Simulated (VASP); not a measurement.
Set up this calculation in VASP 6.6.1, as the native input.

```
Task                    : density of states
Functional              : LDA
Potentials or basis     : VASP PAW LDA potentials, release 64 (As)
Cutoff                  : 520 eV
k mesh                  : 15 × 15 × 15
Occupations             : fermi-dirac, width 0.08 eV
Spin                    : no spin polarisation
Dipole correction       : no
k mesh for the DOS      : 23 × 23 × 23
Occupations for the DOS : tetrahedron
Further INCAR settings  : ALGO = Normal; EDIFF = 1e-06
```

As:

```
As
1.0
     2.04794    0.00000    0.00000
     0.00000    2.04794    0.00000
     0.00000    0.00000    2.04794
As
1
Direct
  0.00000 0.00000 0.00000
```

This cell differs from its parent crystal: volume scaled by 0.45.

One way to write it, as run:

POSCAR

```
As
1.0
    2.0479359594      0.0000000000      0.0000000000
    0.0000000000      2.0479359594      0.0000000000
    0.0000000000      0.0000000000      2.0479359594
As
1
Direct
    0.0000000000      0.0000000000      0.0000000000
```

INCAR.step1

```
  ALGO = Normal
  EDIFF = 1E-6
  ENCUT = 520
  ISIF = 2
  ISMEAR = -1
  LASPH = T
  LCHARG = T
  LREAL = F
  LWAVE = F
  NBANDS = 8
  NELM = 100
  PREC = Accurate
  SIGMA = 0.08
```

KPOINTS.step1

```
k-points
0
Gamma
  15 15 15
```

INCAR.step2

```
  ALGO = Normal
  EDIFF = 1E-6
  ENCUT = 520
  ICHARG = 11
  ISIF = 2
  ISMEAR = -5
  LASPH = T
  LCHARG = F
  LORBIT = 11
  LREAL = F
  LWAVE = F
  NEDOS = 1001
  NELM = 100
  PREC = Accurate
  SIGMA = 0.08
```

KPOINTS.step2

```
k-points
0
Gamma
  23 23 23
```

Potentials or basis: VASP PAW LDA potentials, release 64 (As).

Launch:

```sh
$ cat potpaw_LDA.64/As/POTCAR > POTCAR
$ cp INCAR.step1 INCAR
$ cp KPOINTS.step1 KPOINTS
$ mpirun -np 1 vasp_std > vasp.out
$ cp INCAR.step2 INCAR
$ cp KPOINTS.step2 KPOINTS
$ mpirun -np 1 vasp_std > vasp.out
```

Results of the run:

The valence electrons inside the program's atomic spheres are As 4.00.

Run time: 12 s on 1 thread of Intel(R) Xeon(R) Platinum 8488C (Sapphire Rapids) (shared host), peak memory 0.13 GiB.
